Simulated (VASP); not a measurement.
Set up this calculation in VASP 6.6.1, as the native input.

| Property | Result |
| --- | --- |
| Task | single point |
| Functional | r2SCAN |
| Dispersion | D4 |
| Potentials or basis | VASP PAW PBE potentials, release 64 (Ta_pv, N) |
| Cutoff | 520 eV |
| k mesh | 10 × 10 × 10 |
| Occupations | fermi-dirac, width 0.05 eV |
| Spin | no spin polarisation |
| Dipole correction | no |
| Further INCAR settings | ALGO = Normal; EDIFF = 1e-07; NBANDS = 15 |

Crystal: TaN.

```
CELL_PARAMETERS angstrom
0.00000 2.19414 2.19414
2.19414 0.00000 2.19414
2.19414 2.19414 0.00000
ATOMIC_POSITIONS crystal
Ta 0.50000 0.50000 0.50000
N 0.00000 0.00000 0.00000
```

These files were run (other wordings do the same):

POSCAR

```
TaN
1.0
    0.0000000000      2.1941356057      2.1941356057
    2.1941356057      0.0000000000      2.1941356057
    2.1941356057      2.1941356057      0.0000000000
Ta N
1 1
Direct
    0.5000000000      0.5000000000      0.5000000000
    0.0000000000      0.0000000000      0.0000000000
```

INCAR.step1

```
SYSTEM = TaN
ALGO     = Normal         ! electronic algorithm
EDIFF    = 1E-4           ! SCF threshold, eV
ENCUT    = 520            ! plane-wave cutoff, eV
GGA      = PE             ! functional
ISMEAR   = -1             ! smearing method
LASPH    = .TRUE.         ! aspherical terms in the spheres
LCHARG   = .FALSE.        ! write CHGCAR
LREAL    = .FALSE.        ! projectors in reciprocal space
LWAVE    = .TRUE.         ! write WAVECAR
NBANDS   = 15             ! bands
NELM     = 100            ! most SCF steps
PREC     = Accurate       ! precision mode
SIGMA    = 0.05           ! smearing width, eV
```

INCAR.step2

```
SYSTEM = TaN
ALGO     = Normal         ! electronic algorithm
EDIFF    = 1E-7           ! SCF threshold, eV
ENCUT    = 520            ! plane-wave cutoff, eV
ISIF     = 2              ! what is computed and relaxed
ISMEAR   = -1             ! smearing method
ISTART   = 1            
IVDW     = 13             ! dispersion correction
LASPH    = .TRUE.         ! aspherical terms in the spheres
LCHARG   = .FALSE.        ! write CHGCAR
LMIXTAU  = .TRUE.       
LREAL    = .FALSE.        ! projectors in reciprocal space
LWAVE    = .FALSE.        ! write WAVECAR
METAGGA  = R2SCAN         ! meta-GGA
NBANDS   = 15             ! bands
NELM     = 100            ! most SCF steps
PREC     = Accurate       ! precision mode
SIGMA    = 0.05           ! smearing width, eV
VDW_A1   = 0.51559235   
VDW_A2   = 5.77342911   
VDW_S6   = 1.0          
VDW_S8   = 0.6018749
```

KPOINTS

```
k-points
0
G
  10 10 10
  0 0 0
```

Potentials or basis: VASP PAW PBE potentials, release 64 (Ta_pv, N).

Launch:

```bash
$ cat potpaw_PBE.64/Ta_pv/POTCAR potpaw_PBE.64/N/POTCAR > POTCAR
$ cp INCAR.step1 INCAR
$ mpirun -np 1 vasp_std > vasp.out
$ cp INCAR.step2 INCAR
$ mpirun -np 1 vasp_std > vasp.out
```

Results of the run:

```json
{
  "Pressure": "2.0 GPa",
  "Band gap on the k mesh": "zero (bands 8 and 9 overlap by 4.13 eV)",
  "Dispersion energy per atom": "-0.115 eV"
}
```

Caveat: the PAW data sets were made with another functional, which shifts forces and pressure a little; spin-orbit coupling is left out, which moves the levels of the heavy elements.

Wall time 73 s on 1 thread of Intel Xeon 8259CL (shared host), peak memory 0.15 GiB.
